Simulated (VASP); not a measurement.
# SnO in VASP: single point with PBE+D3(BJ)

Aim: the single point of SnO with PBE+D3(BJ).

All numbers are computed with VASP 6.6.1; they aren't measurements. Logs are shortened: lines on timing, memory, paths and dates and some standing lists are left out, and cuts for length are marked.

## Step 1: The cell of the first run

The cell holds a slab with vacuum, 8 atoms: a = 3.820 Å, b = 3.820 Å, c = 22.226 Å, α = 90.00°, β = 90.00°, γ = 90.00°.

## Step 2: Single point, PBE+D3(BJ)

Contents of INCAR:

```
SYSTEM = SnO
PREC = Accurate ; ENCUT = 520
EDIFF = 1E-6 ; ISMEAR = 0
SIGMA = 0.05 ; LREAL = .False.
LASPH = .True. ; NELM = 60
ALGO = Normal ; ISIF = 2
LWAVE = .False. ; LCHARG = .False.
LDIPOL = .True. ; IDIPOL = 3
DIPOL = 0.5 0.5 0.394 ; GGA = PE
IVDW = 12 ; NBANDS = 50
```

Contents of KPOINTS:

```
regular mesh
0
Gamma
  7 7 1
  0 0 0
```

Contents of POSCAR:

```
SnO
1.0
    3.8201526160      0.0002954389      0.0000000000
   -0.0003145156      3.8201526145      0.0000000000
    0.0000000000      0.0000000000     22.2260756252
Sn O
4 4
Direct
    0.9999453016      0.9999453016      0.2024648920
    0.4999453016      0.4999453016      0.3087831576
    0.4999453016      0.9999453016      0.4797535108
   -0.0000546984      0.4999453016      0.5860717765
    0.9999461184      0.4999461184      0.2556240248
    0.4999461184      0.9999461184      0.2556240248
    0.4999461184      0.4999461184      0.5329126436
   -0.0000538816      0.9999461184      0.5329126436
```

Potentials or basis: VASP PAW PBE potentials, release 64 (Sn_d, O).

On the command line:

```bash
$ cat potpaw_PBE.64/Sn_d/POTCAR potpaw_PBE.64/O/POTCAR > POTCAR
$ mpirun -np 1 vasp_std > vasp.out
```

OUTCAR:

```text
SYSTEM = SnO
   PREC = Accurate
   ENCUT = 520
   EDIFF = 1E-6
   ISMEAR = 0
   LREAL = .False.
   LASPH = .True.
   NELM = 60
   ISIF = 2
   GGA = PE
   IVDW = 12
 IVDW          = 12

 ion  position               nearest neighbor table
   1  1.000  1.000  0.202-   6 2.25   5 2.25   6 2.25   5 2.25   2 3.59   2 3.59   2 3.59   2 3.59

   2  0.500  0.500  0.309-   5 2.25   6 2.25   5 2.25   6 2.25   1 3.59   1 3.59   1 3.59   1 3.59

   3  0.500  1.000  0.480-   8 2.25   7 2.25   8 2.25   7 2.25   4 3.59   4 3.59   4 3.59   4 3.59

   4  1.000  0.500  0.586-   7 2.25   8 2.25   7 2.25   8 2.25   3 3.59   3 3.59   3 3.59   3 3.59

   5  1.000  0.500  0.256-   2 2.25   1 2.25   2 2.25   1 2.25
   6  0.500  1.000  0.256-   1 2.25   2 2.25   1 2.25   2 2.25
   7  0.500  0.500  0.533-   3 2.25   4 2.25   3 2.25   4 2.25
   8  1.000  1.000  0.533-   3 2.25   4 2.25   3 2.25   4 2.25

  LATTYP: Found a simple tetragonal cell.
 ALAT       =     3.8201526274
 C/A-ratio  =     5.8181119429

  Lattice vectors:

 A1 = (   3.8201526160,   0.0002954389,   0.0000000000)
 A2 = (  -0.0003145156,   3.8201526145,   0.0000000000)
 A3 = (   0.0000000000,   0.0000000000,  22.2260756252)

Analysis of symmetry for initial positions (statically):
=====================================================================
 Subroutine PRICEL returns:
 Original cell was already a primitive cell.

 Routine SETGRP: Setting up the symmetry group for a
 simple tetragonal supercell.

 Subroutine GETGRP returns: Found  8 space group operations
 (whereof  1 operations were pure point group operations)
 out of a pool of 16 trial point group operations.

The static configuration has the point symmetry C_1 .
 The point group associated with its full space group is D_2h.

Analysis of symmetry for dynamics (positions and initial velocities):
=====================================================================
 Subroutine PRICEL returns:
 Original cell was already a primitive cell.

 Routine SETGRP: Setting up the symmetry group for a
 simple tetragonal supercell.

 Subroutine GETGRP returns: Found  8 space group operations
 (whereof  1 operations were pure point group operations)
 out of a pool of 16 trial point group operations.

The dynamic configuration has the point symmetry C_1 .
 The point group associated with its full space group is D_2h.

 Subroutine INISYM returns: Found  8 space group operations
 (whereof  1 operations are pure point group operations),
 and found     1 'primitive' translations

----------------------------------------------------------------------------------------

                                     Primitive cell

  volume of cell :     324.3577

  direct lattice vectors                    reciprocal lattice vectors
     3.820152616  0.000295439  0.000000000     0.261769645  0.000021552  0.000000000
    -0.000314516  3.820152614  0.000000000    -0.000020244  0.261769645  0.000000000
     0.000000000  0.000000000 22.226075625     0.000000000  0.000000000  0.044992198

  length of vectors
     3.820152627  3.820152627 22.226075625     0.261769646  0.261769646  0.044992198

  position of ions in fractional coordinates (direct lattice)
     0.999945302  0.999945302  0.202464892
     0.499945302  0.499945302  0.308783158
     0.499945302  0.999945302  0.479753511
     0.999945302  0.499945302  0.586071776
     0.999946118  0.499946118  0.255624025
     0.499946118  0.999946118  0.255624025
     0.499946118  0.499946118  0.532912644
     0.999946118  0.999946118  0.532912644

  ion indices of the primitive-cell ions
   primitive index   ion index
                 1           1
                 2           2
                 3           3
                 4           4
                 5           5
                 6           6
                 7           7
                 8           8

----------------------------------------------------------------------------------------

 KPOINTS: regular mesh

Automatic generation of k-mesh.
 Grid dimensions read from file:
 generate k-points for:    7    7    1

 Generating k-lattice:

  Cartesian coordinates                     Fractional coordinates (reciprocal lattice)
     0.037395664  0.000003079  0.000000000     0.142857143 -0.000000000  0.000000000
    -0.000002892  0.037395664  0.000000000     0.000000000  0.142857143  0.000000000
     0.000000000  0.000000000  0.044992198     0.000000000  0.000000000  1.000000000

  Length of vectors
     0.037395664  0.037395664  0.044992198

  Shift w.r.t. Gamma in fractional coordinates (k-lattice)
     0.000000000  0.000000000  0.000000000

 Subroutine IBZKPT returns following result:
 ===========================================

 Found     16 irreducible k-points:

 Following reciprocal coordinates:
            Coordinates               Weight
  0.000000  0.000000  0.000000      1.000000
  0.142857  0.000000  0.000000      2.000000
 -0.000000  0.142857  0.000000      2.000000
  0.285714  0.000000  0.000000      2.000000
  0.000000  0.285714  0.000000      2.000000
  0.428571  0.000000  0.000000      2.000000
[... 8 lines left out ...]
 -0.285714  0.428571  0.000000      4.000000
  0.428571  0.428571  0.000000      4.000000
   k-points           NKPTS =     16   k-points in BZ     NKDIM =     16   number of bands    NBANDS=     50
   number of dos      NEDOS =    301   number of ions     NIONS =      8
   total plane-waves  NPLWV = 131712
   dimension x,y,z NGX =    28 NGY =   28 NGZ =  168
   dimension x,y,z NGXF=    56 NGYF=   56 NGZF=  336
   ions per type =               4   4
   NGX,Y,Z   is equivalent  to a cutoff of  12.19, 12.19, 12.57 a.u.
   NGXF,Y,Z  is equivalent  to a cutoff of  24.37, 24.37, 25.13 a.u.
 SYSTEM =  SnO
   PREC   = accura    normal or accurate (medium, high low for compatibility)
   ISTART =      0    job   : 0-new  1-cont  2-samecut
   ICHARG =      2    charge: 1-file 2-atom 10-const
   ISPIN  =      1    spin polarized calculation?
   LNONCOLLINEAR =      F non collinear calculations
   LSORBIT =      F    spin-orbit coupling
   LASPH  =      T    aspherical Exc in radial PAW
   ENCUT  =  520.0 eV  38.22 Ry    6.18 a.u.   7.10  7.10 41.33*2*pi/ulx,y,z
   NELM   =     60;   NELMIN=  2; NELMDL= -5     # of ELM steps
   EDIFF  = 0.1E-05   stopping-criterion for ELM
   LREAL  =      F    real-space projection
   EDIFFG = 0.1E-04   stopping-criterion for IOM
   NSW    =      0    number of steps for IOM
   IBRION =     -1    ionic relax: 0-MD 1-quasi-New 2-CG
   NFREE  =      0    steps in history (QN), initial steepest desc. (CG)
   ISIF   =      2    stress and relaxation
   ISYM   =      2    0-nonsym 1-usesym 2-fastsym
   POTIM  = 0.5000    time-step for ionic-motion
   TEBEG  =    0.0;   TEEND  =   0.0 temperature during run
   PSTRESS=    0.0 pullay stress
   NELECT =      80.0000    total number of electrons
   NUPDOWN=      -1.0000    fix difference up-down
   EMIN   =  10.00;   EMAX   =-10.00  energy-range for DOS
   EFERMI =   0.00;   METHOD = LEGACY
   ISMEAR =     0;   SIGMA  =   0.05  broadening in eV -4-tet -1-fermi 0-gaus
   EFERMI_NEDOS =   21; number of points for ismear=-14 and -15
   IALGO  =     38    algorithm
   IMIX   =      4    mixing-type and parameters
     AMIX     =   0.40;   BMIX     =  1.00
     AMIX_MAG =   1.60;   BMIX_MAG =  1.00
  volume/ion in A,a.u.               =      40.54       273.61
  Fermi-wavevector in a.u.,A,eV,Ry     =   1.026668  1.940121 14.341187  1.054047
  Thomas-Fermi vector in A             =   2.160573
   LORBIT       =      0    0 simple, 1 ext, 2 COOP (PROOUT), +10 PAW based schemes
   GGA     = PE    functional components
   LHFCALC =     F    Hartree Fock is set to
   AEXX    =    0.0000 exact exchange contribution
   IVDW    =    12    specifies the selected vdW correction
   LEPSILON=     F    determine dielectric tensor
   LRPA    =     F    only Hartree local field effects (RPA)
 non-spin polarized calculation
 Gauss-broadening in eV      SIGMA  =   0.05
  energy-cutoff  :      520.00
  volume of cell :      324.36
 maximum number of plane-waves:      8769
   NGX = 15   NGY = 15   NGZ = 83

 dipolmoment           0.000000      0.000000      0.000157 electrons x Angstroem

 number of electron      79.9999970 magnetization

 dipolmoment           0.000000      0.000000     -0.000002 electrons x Angstroem

 Free energy of the ion-electron system (eV)
  ---------------------------------------------------
  ext. energy  EPLUGINS =         0.00000000
  ---------------------------------------------------
  free energy    TOTEN  =       -45.16051848 eV

  energy without entropy =      -45.16051848  energy(sigma->0) =      -45.16051848

 E-fermi :   0.1769     XC(G=0):  -5.2718

 val. band max:       -0.0702279522   @ k =   0.2857   0.0000   0.0000
 cond. band min:       2.0654488779   @ k =   0.4286   0.0000   0.0000
 fundamental gap:      2.1356768300
 Fermi energy:         0.1768840109

 k-point     1 :       0.0000    0.0000    0.0000
  band No.  band energies     occupation
      1     -21.0535      2.00000
      2     -21.0535      2.00000
      3     -20.6931      2.00000
      4     -20.6930      2.00000
      5     -20.6563      2.00000
      6     -20.6559      2.00000
[... 42 lines left out ...]
     49       5.2766      0.00000
     50       5.2887      0.00000

 k-point     2 :       0.1429    0.0000    0.0000
  band No.  band energies     occupation
      1     -21.0446      2.00000
      2     -21.0445      2.00000
      3     -20.6937      2.00000
      4     -20.6935      2.00000
      5     -20.6577      2.00000
      6     -20.6557      2.00000
[... 42 lines left out ...]
     49       5.4652      0.00000
     50       5.4926      0.00000

 k-point     3 :      -0.0000    0.1429    0.0000
  band No.  band energies     occupation
      1     -21.0446      2.00000
      2     -21.0445      2.00000
      3     -20.6939      2.00000
      4     -20.6936      2.00000
      5     -20.6579      2.00000
      6     -20.6572      2.00000
[... 42 lines left out ...]
     49       5.4418      0.00000
     50       5.4497      0.00000

 k-point     4 :       0.2857    0.0000    0.0000
  band No.  band energies     occupation
      1     -21.0197      2.00000
      2     -21.0196      2.00000
      3     -20.7904      2.00000
      4     -20.7900      2.00000
      5     -20.6618      2.00000
      6     -20.6604      2.00000
[... 575 lines left out ...]
 k-point    15 :      -0.2857    0.4286    0.0000
  band No.  band energies     occupation
      1     -20.9887      2.00000
      2     -20.9883      2.00000
      3     -20.9464      2.00000
      4     -20.9464      2.00000
      5     -20.6585      2.00000
      6     -20.6584      2.00000
[... 42 lines left out ...]
     49       5.8937      0.00000
     50       6.1483      0.00000

 k-point    16 :       0.4286    0.4286    0.0000
  band No.  band energies     occupation
      1     -20.9944      2.00000
      2     -20.9943      2.00000
      3     -20.9804      2.00000
      4     -20.9804      2.00000
      5     -20.6606      2.00000
      6     -20.6604      2.00000
[... 42 lines left out ...]
     49       6.3960      0.00000
     50       6.4178      0.00000

------------------------ aborting loop because EDIFF is reached ----------------------------------------

 vacuum level on the upper side and lower side of the slab       (xc-potential included)        -0.147        -0.147

 Edisp (eV)   -1.27438

 E8    (eV) :    -0.5637

  FORCE on cell =-STRESS in cart. coord.  units (eV):
  Direction    XX          YY          ZZ          XY          YZ          ZX
  --------------------------------------------------------------------------------------
  -------------------------------------------------------------------------------------
  Total       0.22413     0.42644     0.00079    -0.00002     0.00000     0.00000
  in kB       1.10712     2.10639     0.00390    -0.00009     0.00000     0.00000
  external pressure =        1.07 kB  Pullay stress =        0.00 kB

 VOLUME and BASIS-vectors are now :
 -----------------------------------------------------------------------------
  energy-cutoff  :      520.00
  volume of cell :      324.36
      direct lattice vectors                 reciprocal lattice vectors
     3.820152616  0.000295439  0.000000000     0.261769645  0.000021552  0.000000000
    -0.000314516  3.820152614  0.000000000    -0.000020244  0.261769645  0.000000000
     0.000000000  0.000000000 22.226075625     0.000000000  0.000000000  0.044992198

 POSITION                                       TOTAL-FORCE (eV/Angst)
 -----------------------------------------------------------------------------------
      3.81963      3.82024      4.50000         0.000000      0.000000     -0.075156
      1.90971      1.91002      6.86304         0.000000      0.000000      0.092146
      1.90955      3.82009     10.66304         0.000000      0.000000     -0.092146
      3.81979      1.91016     13.02608         0.000000      0.000000      0.075156
      3.81979      1.91017      5.68152         0.000000      0.000000      0.012845
      1.90956      3.82009      5.68152        -0.000000      0.000000      0.008977
      1.90971      1.91002     11.84456         0.000000      0.000000     -0.008977
      3.81963      3.82024     11.84456        -0.000000      0.000000     -0.012845
 -----------------------------------------------------------------------------------
    total drift:                               -0.013975     -0.013978     -0.000109

  FREE ENERGIE OF THE ION-ELECTRON SYSTEM (eV)
  ---------------------------------------------------
  free  energy   TOTEN  =       -46.4348956791 eV

  energy  without entropy=      -46.4348956791  energy(sigma->0) =      -46.43489568

 vacuum level on the upper side and lower side of the slab         4.808         4.809
```

Wall time 7.4 min (1 thread of Oxide Virtual Turin-like, shared host); peak memory 0.41 GiB.

Results:

```
Free energy                : -46.4349 eV
Largest force              : 0.092 eV/Å
Band gap on the k mesh     : 2.14 eV, indirect (least direct gap 2.34 eV)
Dispersion energy per atom : -0.159 eV
```

Forces in eV/Å, atoms in the order of the input:
```
Sn   0.000  0.000 -0.075
Sn   0.000  0.000  0.092
Sn   0.000  0.000 -0.092
Sn   0.000  0.000  0.075
O    0.000  0.000  0.013
O    0.000  0.000  0.009
O    0.000  0.000 -0.009
O    0.000  0.000 -0.013
```

Caveat: spin-orbit coupling is left out, which moves the levels of the heavy elements.
